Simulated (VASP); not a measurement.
# Sb (Cm) in VASP: single point with PBE

Aim: the single point of Sb with PBE.

Program: VASP 6.6.1. These are calculated values, not measurements. Logs are shortened: lines on timing, memory, paths and dates and some standing lists are left out, and cuts for length are marked.

## (1) The cell of the first run

It takes space group Cm (No. 8, monoclinic). The conventional cell has a = 6.576 Å, b = 6.612 Å, c = 5.309 Å, α = 90.00°, β = 120.08°, γ = 90.00°. Sb (site symmetry 1) has 8 Sb at 3.02 to 3.70 Å within 4.0 Å. Sb (site symmetry m) has 8 Sb at 3.06 to 3.70 Å within 4.0 Å.

## (2) Single point, PBE

INCAR reads:

```
PREC = Accurate
ENCUT = 520
EDIFF = 1E-6
ISMEAR = 0
SIGMA = 0.1
LREAL = F
LASPH = T
NELM = 100
ALGO = Normal
ISIF = 2
LWAVE = F
LCHARG = F
GGA = PE
NBANDS = 14
```

KPOINTS reads:

```
Automatic mesh
0
Gamma
  12 12 10
```

POSCAR reads:

```
Sb
1.0
    3.2878710316     -3.3060912032     -0.0173149177
    3.2878710316      3.3060912032     -0.0173149177
   -2.6368405936      0.0000000000      4.6080743961
Sb
3
Direct
    0.8596682573      0.3168440599      0.9872035095
    0.3168440599      0.8596682573      0.9872035095
    0.6568176827      0.6568176827      0.5255929810
```

Potentials or basis: VASP PAW PBE potentials, release 64 (Sb).

The run is started by

```bash
$ cat potpaw_PBE.64/Sb/POTCAR > POTCAR
$ mpirun -np 1 vasp_std > vasp.out
```

OUTCAR:

```text
PREC = Accurate
   ENCUT = 520
   EDIFF = 1E-6
   ISMEAR = 0
   LREAL = F
   LASPH = T
   NELM = 100
   ISIF = 2
   GGA = PE

 ion  position               nearest neighbor table
   1  0.860  0.317  0.987-   2 3.02   3 3.06   3 3.21   3 3.25   2 3.30   2 3.30   2 3.59   3 3.70

   2  0.317  0.860  0.987-   1 3.02   3 3.06   3 3.21   3 3.25   1 3.30   1 3.30   1 3.59   3 3.70

   3  0.657  0.657  0.526-   2 3.06   1 3.06   1 3.21   2 3.21   1 3.25   2 3.25   2 3.70   1 3.70

  LATTYP: Found a base centered monoclinic cell.
 ALAT       =     6.5758332481
 B/A-ratio  =     1.0055276886
 C/A-ratio  =     0.8073758920
 COS(beta)  =    -0.5012217696

  Lattice vectors:

 A1 = (   3.2878710316,  -3.3060912032,  -0.0173149177)
 A2 = (   3.2878710316,   3.3060912032,  -0.0173149177)
 A3 = (  -2.6368405936,   0.0000000000,   4.6080743961)

Analysis of symmetry for initial positions (statically):
=====================================================================
 Subroutine PRICEL returns:
 Original cell was already a primitive cell.

 Routine SETGRP: Setting up the symmetry group for a
 base centered monoclinic supercell.

 Subroutine GETGRP returns: Found  2 space group operations
 (whereof  2 operations were pure point group operations)
 out of a pool of  4 trial point group operations.

The static configuration has the point symmetry C_1h.

Analysis of symmetry for dynamics (positions and initial velocities):
=====================================================================
 Subroutine PRICEL returns:
 Original cell was already a primitive cell.

 Routine SETGRP: Setting up the symmetry group for a
 base centered monoclinic supercell.

 Subroutine GETGRP returns: Found  2 space group operations
 (whereof  2 operations were pure point group operations)
 out of a pool of  4 trial point group operations.

The dynamic configuration has the point symmetry C_1h.

 Subroutine INISYM returns: Found  2 space group operations
 (whereof  2 operations are pure point group operations),
 and found     1 'primitive' translations

----------------------------------------------------------------------------------------

                                     Primitive cell

  volume of cell :      99.8777

  direct lattice vectors                    reciprocal lattice vectors
     3.287871032 -3.306091203 -0.017314918     0.152533751 -0.151235997  0.087283136
     3.287871032  3.306091203 -0.017314918     0.152533751  0.151235997  0.087283136
    -2.636840594  0.000000000  4.608074396     0.001146296  0.000000000  0.217666321

  length of vectors
     4.662685360  4.662685360  5.309169234     0.231856028  0.231856028  0.217669339

  position of ions in fractional coordinates (direct lattice)
     0.859668257  0.316844060  0.987203509
     0.316844060  0.859668257  0.987203509
     0.656817683  0.656817683  0.525592981

  ion indices of the primitive-cell ions
   primitive index   ion index
                 1           1
                 2           2
                 3           3

----------------------------------------------------------------------------------------

 KPOINTS: Automatic mesh

Automatic generation of k-mesh.
 Grid dimensions read from file:
 generate k-points for:   12   12   10

 Generating k-lattice:

  Cartesian coordinates                     Fractional coordinates (reciprocal lattice)
     0.012711146 -0.012603000  0.007273595     0.083333333 -0.000000000  0.000000000
     0.012711146  0.012603000  0.007273595    -0.000000000  0.083333333  0.000000000
     0.000114630  0.000000000  0.021766632    -0.000000000 -0.000000000  0.100000000

  Length of vectors
     0.019321336  0.019321336  0.021766934

  Shift w.r.t. Gamma in fractional coordinates (k-lattice)
     0.000000000  0.000000000  0.000000000

 Subroutine IBZKPT returns following result:
 ===========================================

 Found    398 irreducible k-points:

 Following reciprocal coordinates:
            Coordinates               Weight
  0.000000  0.000000  0.000000      1.000000
  0.083333 -0.000000  0.000000      4.000000
  0.166667 -0.000000  0.000000      4.000000
  0.250000  0.000000 -0.000000      4.000000
  0.333333 -0.000000  0.000000      4.000000
  0.416667 -0.000000  0.000000      4.000000
[... 16 lines left out ...]
  0.500000  0.166667  0.000000      4.000000
 -0.416667  0.166667 -0.000000      4.000000
 [... further k-points ...]
   k-points           NKPTS =    398   k-points in BZ     NKDIM =    398   number of bands    NBANDS=     14
   number of dos      NEDOS =    301   number of ions     NIONS =      3
   total plane-waves  NPLWV =  51840
   dimension x,y,z NGX =    36 NGY =   36 NGZ =   40
   dimension x,y,z NGXF=    72 NGYF=   72 NGZF=   80
   ions per type =               3
   NGX,Y,Z   is equivalent  to a cutoff of  12.84, 12.84, 12.53 a.u.
   NGXF,Y,Z  is equivalent  to a cutoff of  25.67, 25.67, 25.05 a.u.
 SYSTEM =  unknown system
   PREC   = accura    normal or accurate (medium, high low for compatibility)
   ISTART =      0    job   : 0-new  1-cont  2-samecut
   ICHARG =      2    charge: 1-file 2-atom 10-const
   ISPIN  =      1    spin polarized calculation?
   LNONCOLLINEAR =      F non collinear calculations
   LSORBIT =      F    spin-orbit coupling
   LASPH  =      T    aspherical Exc in radial PAW
   ENCUT  =  520.0 eV  38.22 Ry    6.18 a.u.   8.67  8.67  9.87*2*pi/ulx,y,z
   NELM   =    100;   NELMIN=  2; NELMDL= -5     # of ELM steps
   EDIFF  = 0.1E-05   stopping-criterion for ELM
   LREAL  =      F    real-space projection
   EDIFFG = 0.1E-04   stopping-criterion for IOM
   NSW    =      0    number of steps for IOM
   IBRION =     -1    ionic relax: 0-MD 1-quasi-New 2-CG
   NFREE  =      0    steps in history (QN), initial steepest desc. (CG)
   ISIF   =      2    stress and relaxation
   ISYM   =      2    0-nonsym 1-usesym 2-fastsym
   POTIM  = 0.5000    time-step for ionic-motion
   TEBEG  =    0.0;   TEEND  =   0.0 temperature during run
   PSTRESS=    0.0 pullay stress
   NELECT =      15.0000    total number of electrons
   NUPDOWN=      -1.0000    fix difference up-down
   EMIN   =  10.00;   EMAX   =-10.00  energy-range for DOS
   EFERMI =   0.00;   METHOD = LEGACY
   ISMEAR =     0;   SIGMA  =   0.10  broadening in eV -4-tet -1-fermi 0-gaus
   EFERMI_NEDOS =   21; number of points for ismear=-14 and -15
   IALGO  =     38    algorithm
   IMIX   =      4    mixing-type and parameters
     AMIX     =   0.40;   BMIX     =  1.00
     AMIX_MAG =   1.60;   BMIX_MAG =  1.00
  volume/ion in A,a.u.               =      33.29       224.67
  Fermi-wavevector in a.u.,A,eV,Ry     =   0.870193  1.644427 10.302829  0.757237
  Thomas-Fermi vector in A             =   1.989124
   LORBIT       =      0    0 simple, 1 ext, 2 COOP (PROOUT), +10 PAW based schemes
   GGA     = PE    functional components
   LHFCALC =     F    Hartree Fock is set to
   AEXX    =    0.0000 exact exchange contribution
   IVDW    =     0    specifies the selected vdW correction
   LEPSILON=     F    determine dielectric tensor
   LRPA    =     F    only Hartree local field effects (RPA)
 non-spin polarized calculation
 Gauss-broadening in eV      SIGMA  =   0.10
  energy-cutoff  :      520.00
  volume of cell :       99.88
 maximum number of plane-waves:      2711
   NGX = 17   NGY = 17   NGZ = 19

 number of electron      14.9999999 magnetization

 Free energy of the ion-electron system (eV)
  ---------------------------------------------------
  ext. energy  EPLUGINS =         0.00000000
  ---------------------------------------------------
  free energy    TOTEN  =       -11.59453334 eV

  energy without entropy =      -11.58435773  energy(sigma->0) =      -11.58944554

 E-fermi :   6.1150     XC(G=0):  -9.0519

 val. band max:        6.1132906709   @ k =  -0.3333   0.2500   0.1000
 cond. band min:       6.1213552790   @ k =   0.3333  -0.0000   0.4000
 fundamental gap:      0.0080646081
 Fermi energy:         6.1150251710

 k-point     1 :       0.0000    0.0000    0.0000
  band No.  band energies     occupation
      1      -6.1422      2.00000
      2      -0.9614      2.00000
      3      -0.7707      2.00000
      4       1.9716      2.00000
      5       3.1155      2.00000
      6       3.3672      2.00000
      7       4.7601      2.00000
      8       5.2492      2.00000
      9       6.2914      0.01264
     10       7.1185      0.00000
     11       9.1778      0.00000
     12       9.2317      0.00000
     13       9.5412      0.00000
     14      12.2153      0.00000

 k-point     2 :       0.0833   -0.0000    0.0000
  band No.  band energies     occupation
      1      -6.0928      2.00000
      2      -1.1683      2.00000
      3      -0.7887      2.00000
      4       2.0691      2.00000
      5       3.2004      2.00000
      6       3.3764      2.00000
      7       4.6728      2.00000
      8       5.2062      2.00000
      9       6.4953      0.00000
     10       7.2898      0.00000
     11       8.9252      0.00000
     12       9.0417      0.00000
     13       9.6888      0.00000
     14      12.5409      0.00000

 k-point     3 :       0.1667   -0.0000    0.0000
  band No.  band energies     occupation
      1      -5.9456      2.00000
      2      -1.6705      2.00000
      3      -0.8512      2.00000
      4       2.2988      2.00000
      5       3.2795      2.00000
      6       3.5086      2.00000
      7       4.5049      2.00000
      8       5.2592      2.00000
      9       6.8228      0.00000
     10       7.7341      0.00000
     11       8.4129      0.00000
     12       8.6293      0.00000
     13      10.1377      0.00000
     14      12.3701      0.00000
[... 324 lines left out ...]
 k-point    23 :       0.5000    0.1667    0.0000
  band No.  band energies     occupation
      1      -4.6054      2.00000
      2      -3.7116      2.00000
      3      -1.4615      2.00000
      4       2.4782      2.00000
      5       2.9255      2.00000
      6       3.4347      2.00000
      7       4.9631      2.00000
      8       6.1517      0.60421
      9       7.0642      0.00000
     10       7.8891      0.00000
     11       8.1777      0.00000
     12       9.3998      0.00000
     13      11.3987      0.00000
     14      12.4128      0.00000

 k-point    24 :      -0.4167    0.1667   -0.0000
  band No.  band energies     occupation
      1      -4.9173      2.00000
      2      -3.3189      2.00000
      3      -1.3156      2.00000
      4       2.2795      2.00000
      5       3.0538      2.00000
      6       3.2610      2.00000
      7       4.7215      2.00000
      8       6.1061      1.10092
      9       6.8573      0.00000
     10       8.0602      0.00000
     11       8.4680      0.00000
     12       9.5836      0.00000
     13      11.4326      0.00000
     14      12.6827      0.00000

 [... further k-points ...]
[... 5 lines left out ...]
  --------------------------------------------------------------------------------------
  -------------------------------------------------------------------------------------
  Total       -0.0232945      0.0066245     -0.0208459      0.0000000      0.0000000      0.0235009
  in kB       -0.3736760      0.1062664     -0.3343970      0.0000000      0.0000000      0.3769878
  external PRESSURE =      -0.2006022 kB  Pullay stress =       0.0000000 kB

 VOLUME and BASIS-vectors are now :
 -----------------------------------------------------------------------------
  energy-cutoff  :      520.00
  volume of cell :       99.88
      direct lattice vectors                 reciprocal lattice vectors
     3.287871032 -3.306091203 -0.017314918     0.152533751 -0.151235997  0.087283136
     3.287871032  3.306091203 -0.017314918     0.152533751  0.151235997  0.087283136
    -2.636840594  0.000000000  4.608074396     0.001146296  0.000000000  0.217666321

 POSITION                                       TOTAL-FORCE (eV/Angst)
 -----------------------------------------------------------------------------------
      1.26512     -1.79463      4.52874         0.005896      0.008595      0.007456
      1.26512      1.79463      4.52874         0.005896     -0.008595      0.007456
      2.93316      0.00000      2.39923        -0.011792      0.000000     -0.014911
 -----------------------------------------------------------------------------------
    total drift:                                0.000023      0.000000      0.000015

  FREE ENERGIE OF THE ION-ELECTRON SYSTEM (eV)
  ---------------------------------------------------
  free  energy   TOTEN  =       -11.5945333409 eV

  energy  without entropy=      -11.5843577350  energy(sigma->0) =      -11.58944554
```

Run time: 4.5 min. Hardware: 1 thread of Intel Xeon Platinum 8488C (Sapphire Rapids), shared host; peak memory 0.56 GiB.

What came out:

```
Free energy   : -11.5945 eV
Pressure      : 0.0 GPa
Largest force : 0.019 eV/Å
```

Forces in eV/Å, atoms in the order of the input:
```
Sb   0.006  0.009  0.007
Sb   0.006 -0.009  0.007
Sb  -0.012  0.000 -0.015
```

Caveat: spin-orbit coupling is left out, which moves the levels of the heavy elements.
